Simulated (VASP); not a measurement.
# NaCl (Pm-3m) in VASP: further runs, part 2 of 2

VASP 6.6.1.

## 4. Electric field gradients, PBEsol (volume scaled by 0.99)

INCAR reads:

```
PREC = Accurate
ENCUT = 520
EDIFF = 1E-8
ISMEAR = -1
SIGMA = 0.03
LREAL = F
LASPH = T
NELM = 60
ALGO = Normal
ISIF = 2
LWAVE = F
LCHARG = F
GGA = PS
LEFG = T
NBANDS = 14
```

KPOINTS reads:

```
Automatic mesh
0
Gamma
  9 9 9
```

POSCAR reads:

```
NaCl
1.0
    2.8504347112      0.0000000000      0.0000000000
    0.0000000000      2.8504347112      0.0000000000
    0.0000000000      0.0000000000      2.8504347112
Na Cl
1 1
Direct
    0.0000000000      0.0000000000      0.0000000000
    0.5000000000      0.5000000000      0.5000000000
```

Potentials or basis: VASP PAW PBE potentials, release 64 (Na_pv, Cl).

The run is started by

```bash
> cat potpaw_PBE.64/Na_pv/POTCAR potpaw_PBE.64/Cl/POTCAR > POTCAR
> mpirun -np 1 vasp_std > vasp.out
```

OUTCAR:

```text
PREC = Accurate
   ENCUT = 520
   EDIFF = 1E-8
   ISMEAR = -1
   LREAL = F
   LASPH = T
   NELM = 60
   ISIF = 2
   GGA = PS

 ion  position               nearest neighbor table
   1  0.000  0.000  0.000-   2 2.47   2 2.47   2 2.47   2 2.47   2 2.47   2 2.47   2 2.47   2 2.47

   2  0.500  0.500  0.500-   1 2.47   1 2.47   1 2.47   1 2.47   1 2.47   1 2.47   1 2.47   1 2.47

  LATTYP: Found a simple cubic cell.
 ALAT       =     2.8504347112

  Lattice vectors:

 A1 = (   2.8504347112,   0.0000000000,   0.0000000000)
 A2 = (   0.0000000000,   2.8504347112,   0.0000000000)
 A3 = (   0.0000000000,   0.0000000000,   2.8504347112)

[... 619 lines left out ...]
  free  energy   TOTEN  =        -4.6906032717 eV

  energy  without entropy=       -4.6906032717  energy(sigma->0) =       -4.69060327

 Electric field gradients (V/A^2)
---------------------------------------------------------------------
 ion       V_xx      V_yy      V_zz      V_xy      V_xz      V_yz
---------------------------------------------------------------------
   1       0.000    -0.000    -0.000     0.000    -0.000    -0.000
   2       0.000     0.000    -0.000     0.000     0.000     0.000
---------------------------------------------------------------------

 Electric field gradients after diagonalization (V/A^2)
 (convention: |V_zz| > |V_xx| > |V_yy|)
----------------------------------------------------------------------
 ion       V_xx      V_yy      V_zz     asymmetry (V_yy - V_xx)/ V_zz
----------------------------------------------------------------------
   1      -0.000     0.000    -0.000      -0.118
   2       0.000    -0.000     0.000      -1.338
----------------------------------------------------------------------

           NMR quadrupolar parameters

 Cq : quadrupolar parameter    Cq=e*Q*V_zz/h
 eta: asymmetry parameters     (V_yy - V_xx)/ V_zz
 Q  : nuclear electric quadrupole moment in mb (millibarn)
----------------------------------------------------------------------
 ion       Cq(MHz)       eta       Q (mb)
----------------------------------------------------------------------
   1      -0.000      -0.118       1.000
   2       0.000      -1.338       1.000
----------------------------------------------------------------------
```

Wall time 4.2 s (1 thread of Intel Xeon 6975P-C (Granite Rapids), shared host); peak memory 0.13 GiB.

What came out:

```
Free energy            : -4.6906 eV
Pressure               : 62.6 GPa
Band gap on the k mesh : 4.52 eV, direct
```

Caveat: without QUAD_EFG the Cq values of the log hold for a quadrupole moment of 1 mb, not for the nuclei; the PAW data sets were made with another functional, which shifts forces and pressure a little.

## 5. Electric field gradients, PBEsol (volume scaled by 1.02)

INCAR reads:

```
SYSTEM = NaCl
ALGO = Normal ; EDIFF = 1E-8
ENCUT = 520 ; GGA = PS
ISIF = 2 ; ISMEAR = -1
LASPH = .TRUE. ; LCHARG = .FALSE.
LEFG = .TRUE. ; LREAL = .FALSE.
LWAVE = .FALSE. ; NBANDS = 14
NELM = 80 ; PREC = Accurate
SIGMA = 0.03
```

KPOINTS reads:

```
k-points
0
G
  9 9 9
  0 0 0
```

POSCAR reads:

```
NaCl
1.0
    2.8789409493      0.0000000000      0.0000000000
    0.0000000000      2.8789409493      0.0000000000
    0.0000000000      0.0000000000      2.8789409493
Na Cl
1 1
Direct
    0.0000000000      0.0000000000      0.0000000000
    0.5000000000      0.5000000000      0.5000000000
```

Potentials or basis: VASP PAW PBE potentials, release 64 (Na_pv, Cl).

The run is started by

```bash
> cat potpaw_PBE.64/Na_pv/POTCAR potpaw_PBE.64/Cl/POTCAR > POTCAR
> mpirun -np 1 vasp_std > vasp.out
```

OUTCAR:

```text
SYSTEM = NaCl
   EDIFF = 1E-8
   ENCUT = 520
   GGA = PS
   ISIF = 2
   ISMEAR = -1
   LASPH = .TRUE.
   LREAL = .FALSE.
   NELM = 80
   PREC = Accurate

 ion  position               nearest neighbor table
   1  0.000  0.000  0.000-   2 2.49   2 2.49   2 2.49   2 2.49   2 2.49   2 2.49   2 2.49   2 2.49

   2  0.500  0.500  0.500-   1 2.49   1 2.49   1 2.49   1 2.49   1 2.49   1 2.49   1 2.49   1 2.49

  LATTYP: Found a simple cubic cell.
 ALAT       =     2.8789409493

  Lattice vectors:

 A1 = (   2.8789409493,   0.0000000000,   0.0000000000)
 A2 = (   0.0000000000,   2.8789409493,   0.0000000000)
 A3 = (   0.0000000000,   0.0000000000,   2.8789409493)

Analysis of symmetry for initial positions (statically):
=====================================================================
 Subroutine PRICEL returns:
 Original cell was already a primitive cell.

 Routine SETGRP: Setting up the symmetry group for a
 simple cubic supercell.

 Subroutine GETGRP returns: Found 48 space group operations
 (whereof 48 operations were pure point group operations)
 out of a pool of 48 trial point group operations.

The static configuration has the point symmetry O_h .

Analysis of symmetry for dynamics (positions and initial velocities):
=====================================================================
 Subroutine PRICEL returns:
 Original cell was already a primitive cell.

 Routine SETGRP: Setting up the symmetry group for a
 simple cubic supercell.

 Subroutine GETGRP returns: Found 48 space group operations
 (whereof 48 operations were pure point group operations)
 out of a pool of 48 trial point group operations.

The dynamic configuration has the point symmetry O_h .

[... 552 lines left out ...]
      7       5.5067      2.00000
      8      12.3028      0.00000
      9      17.1595      0.00000
     10      17.5503      0.00000
     11      18.6838      0.00000
     12      22.5265      0.00000
     13      23.4292      0.00000
     14      27.4740      0.00000

 [... further k-points ...]

------------------------ aborting loop because EDIFF is reached ----------------------------------------

  FORCE on cell =-STRESS in cart. coord.  units (eV):
  Direction    XX          YY          ZZ          XY          YZ          ZX
  --------------------------------------------------------------------------------------
  -------------------------------------------------------------------------------------
  Total        8.2402909      8.2402909      8.2402909      0.0000000      0.0000000     -0.0000000
  in kB      553.2925895    553.2925895    553.2925895      0.0000000      0.0000000     -0.0000000
  external PRESSURE =     553.2925895 kB  Pullay stress =       0.0000000 kB

 VOLUME and BASIS-vectors are now :
 -----------------------------------------------------------------------------
  energy-cutoff  :      520.00
  volume of cell :       23.86
      direct lattice vectors                 reciprocal lattice vectors
     2.878940949  0.000000000  0.000000000     0.347349952  0.000000000  0.000000000
     0.000000000  2.878940949  0.000000000     0.000000000  0.347349952  0.000000000
     0.000000000  0.000000000  2.878940949     0.000000000  0.000000000  0.347349952

 POSITION                                       TOTAL-FORCE (eV/Angst)
 -----------------------------------------------------------------------------------
      0.00000      0.00000      0.00000         0.000000      0.000000      0.000000
      1.43947      1.43947      1.43947         0.000000      0.000000      0.000000
 -----------------------------------------------------------------------------------
    total drift:                                0.000000     -0.000000     -0.000000

  FREE ENERGIE OF THE ION-ELECTRON SYSTEM (eV)
  ---------------------------------------------------
  free  energy   TOTEN  =        -4.9488773716 eV

  energy  without entropy=       -4.9488773716  energy(sigma->0) =       -4.94887737

 Electric field gradients (V/A^2)
---------------------------------------------------------------------
 ion       V_xx      V_yy      V_zz      V_xy      V_xz      V_yz
---------------------------------------------------------------------
   1      -0.000    -0.000    -0.000     0.000     0.000     0.000
   2       0.000    -0.000    -0.000    -0.000     0.000    -0.000
---------------------------------------------------------------------

 Electric field gradients after diagonalization (V/A^2)
 (convention: |V_zz| > |V_xx| > |V_yy|)
----------------------------------------------------------------------
 ion       V_xx      V_yy      V_zz     asymmetry (V_yy - V_xx)/ V_zz
----------------------------------------------------------------------
   1      -0.000    -0.000    -0.000      -0.681
   2       0.000    -0.000    -0.000       0.411
----------------------------------------------------------------------

           NMR quadrupolar parameters

 Cq : quadrupolar parameter    Cq=e*Q*V_zz/h
 eta: asymmetry parameters     (V_yy - V_xx)/ V_zz
 Q  : nuclear electric quadrupole moment in mb (millibarn)
----------------------------------------------------------------------
 ion       Cq(MHz)       eta       Q (mb)
----------------------------------------------------------------------
   1      -0.000      -0.681       1.000
   2      -0.000       0.411       1.000
----------------------------------------------------------------------
```

OSZICAR:

```text
N       E                     dE             d eps       ncg     rms          rms(c)
DAV:   1     0.104858174483E+03    0.10486E+03   -0.72701E+03   992   0.122E+03
DAV:   2     0.488677077647E+00   -0.10437E+03   -0.96477E+02  1082   0.321E+02
DAV:   3    -0.515893473706E+01   -0.56476E+01   -0.56199E+01  1286   0.671E+01
DAV:   4    -0.522117147930E+01   -0.62237E-01   -0.62223E-01  1148   0.713E+00
DAV:   5    -0.522204744305E+01   -0.87596E-03   -0.87593E-03  1286   0.914E-01    0.571E+00
DAV:   6    -0.499640447209E+01    0.22564E+00   -0.19706E-01  1400   0.639E+00    0.371E+00
DAV:   7    -0.495095952686E+01    0.45445E-01   -0.10678E-01  1480   0.380E+00    0.161E+00
DAV:   8    -0.494899481818E+01    0.19647E-02   -0.85931E-03  1064   0.108E+00    0.253E-01
DAV:   9    -0.494887341358E+01    0.12140E-03   -0.26574E-04  1322   0.288E-01    0.521E-02
DAV:  10    -0.494887697786E+01   -0.35643E-05   -0.24847E-05  1256   0.990E-02    0.831E-03
DAV:  11    -0.494887725693E+01   -0.27907E-06   -0.40571E-06  1250   0.253E-02    0.577E-03
DAV:  12    -0.494887736092E+01   -0.10399E-06   -0.21629E-07  1166   0.432E-03    0.967E-04
DAV:  13    -0.494887739512E+01   -0.34199E-07   -0.22114E-08  1256   0.100E-03    0.883E-04
DAV:  14    -0.494887737319E+01    0.21930E-07   -0.13965E-09   694   0.290E-04    0.829E-05
DAV:  15    -0.494887737160E+01    0.15852E-08   -0.16212E-10   646   0.118E-04
   1 F= -.49488774E+01 E0= -.49488774E+01  d E =-.307965E-11
```

stdout:

```text
POSCAR found type information on POSCAR NaCl
 POSCAR found :  2 types and       2 ions
 scaLAPACK will be used
 -----------------------------------------------------------------------------
|                                                                             |
|                                                                             |
|     You enforced a specific xc type in the INCAR file but a different       |
|     I HOPE YOU KNOW WHAT YOU ARE DOING!                                     |
|                                                                             |
 -----------------------------------------------------------------------------

 LDA part: xc-table for (Slater+PW92), standard interpolation
 POSCAR, INCAR and KPOINTS ok, starting setup
 FFT: planning ... GRIDC
 FFT: planning ... GRID_SOFT
 FFT: planning ... GRID
 WAVECAR not read
 entering main loop
ion   1

ion   2
```

It took 4.2 s on 1 thread of Intel Xeon 6975P-C (Granite Rapids), shared host; peak memory 0.13 GiB.

Results:

| Quantity | Value |
| --- | --- |
| Free energy | -4.9489 eV |
| Pressure | 55.3 GPa |
| Band gap on the k mesh | 4.63 eV, direct |

Caveat: without QUAD_EFG the Cq values of the log hold for a quadrupole moment of 1 mb, not for the nuclei; the PAW data sets were made with another functional, which shifts forces and pressure a little. A k mesh can miss the band edges.

## 6. Electric field gradients, PBEsol (volume scaled by 1.02)

INCAR reads:

```
PREC = Accurate
ENCUT = 520
EDIFF = 1E-8
ISMEAR = -1
SIGMA = 0.03
LREAL = False
LASPH = True
NELM = 60
ALGO = Normal
ISIF = 2
LWAVE = False
LCHARG = False
GGA = PS
LEFG = True
NBANDS = 14
```

KPOINTS reads:

```
regular mesh
0
Gamma
  9 9 9
```

POSCAR is that of step 5.

Potentials or basis: VASP PAW PBE potentials, release 64 (Na_pv, Cl).

The run is started by

```bash
> cat potpaw_PBE.64/Na_pv/POTCAR potpaw_PBE.64/Cl/POTCAR > POTCAR
> mpirun -np 1 vasp_std > vasp.out
```

OUTCAR:

```text
PREC = Accurate
   ENCUT = 520
   EDIFF = 1E-8
   ISMEAR = -1
   LREAL = False
   LASPH = True
   NELM = 60
   ISIF = 2
   GGA = PS

 ion  position               nearest neighbor table
   1  0.000  0.000  0.000-   2 2.49   2 2.49   2 2.49   2 2.49   2 2.49   2 2.49   2 2.49   2 2.49

   2  0.500  0.500  0.500-   1 2.49   1 2.49   1 2.49   1 2.49   1 2.49   1 2.49   1 2.49   1 2.49

  LATTYP: Found a simple cubic cell.
 ALAT       =     2.8789409493

  Lattice vectors:

[... 622 lines left out ...]
  ---------------------------------------------------
  free  energy   TOTEN  =        -4.9488773716 eV

  energy  without entropy=       -4.9488773716  energy(sigma->0) =       -4.94887737

 Electric field gradients (V/A^2)
---------------------------------------------------------------------
 ion       V_xx      V_yy      V_zz      V_xy      V_xz      V_yz
---------------------------------------------------------------------
   1      -0.000    -0.000    -0.000     0.000     0.000     0.000
   2       0.000    -0.000    -0.000    -0.000     0.000    -0.000
---------------------------------------------------------------------

 Electric field gradients after diagonalization (V/A^2)
 (convention: |V_zz| > |V_xx| > |V_yy|)
----------------------------------------------------------------------
 ion       V_xx      V_yy      V_zz     asymmetry (V_yy - V_xx)/ V_zz
----------------------------------------------------------------------
   1      -0.000    -0.000    -0.000      -0.681
   2       0.000    -0.000    -0.000       0.411
----------------------------------------------------------------------

           NMR quadrupolar parameters

 Cq : quadrupolar parameter    Cq=e*Q*V_zz/h
 eta: asymmetry parameters     (V_yy - V_xx)/ V_zz
 Q  : nuclear electric quadrupole moment in mb (millibarn)
----------------------------------------------------------------------
 ion       Cq(MHz)       eta       Q (mb)
----------------------------------------------------------------------
   1      -0.000      -0.681       1.000
   2      -0.000       0.411       1.000
----------------------------------------------------------------------
```

It took 4.1 s on 1 thread of Intel Xeon 6975P-C (Granite Rapids), shared host; peak memory 0.13 GiB.

Results:

- Free energy: -4.9489 eV
- Pressure: 55.3 GPa
- Band gap on the k mesh: 4.63 eV, direct

Levels at points of the mesh, in eV from the valence-band top:
```
           k point  band 3  band 4  band 5  band 6  band 7  band 8  band 9  band 10  band 11  band 12
(0.00, 0.00, 0.00)  -22.46  -16.78   -1.19   -1.19   -1.19    6.66    6.66     7.08    17.84    17.84
```

Caveat: without QUAD_EFG the Cq values of the log hold for a quadrupole moment of 1 mb, not for the nuclei; the PAW data sets were made with another functional, which shifts forces and pressure a little. A k mesh can miss the band edges.

## 7. The runs side by side

| cell | gap on the mesh (eV) | pressure (GPa) |
| --- | --- | --- |
| a = 2.821 Å, 2 atoms | 4.40 | 70.8 |
| a = 2.850 Å, 2 atoms | 4.52 | 62.6 |
| a = 2.879 Å, 2 atoms | 4.63 | 55.3 |

Alike in all rows: task electric field gradients; level PBEsol; potentials or basis VASP PAW PBE potentials, release 64 (Na_pv, Cl); no spin polarisation; k mesh 9 × 9 × 9; cutoff (eV) 520; smearing fermi-dirac 0.03 eV.

Caveats: the PAW data sets were made with another functional, which shifts forces and pressure a little.

Absolute energies hang on the potentials; compare differences alone.
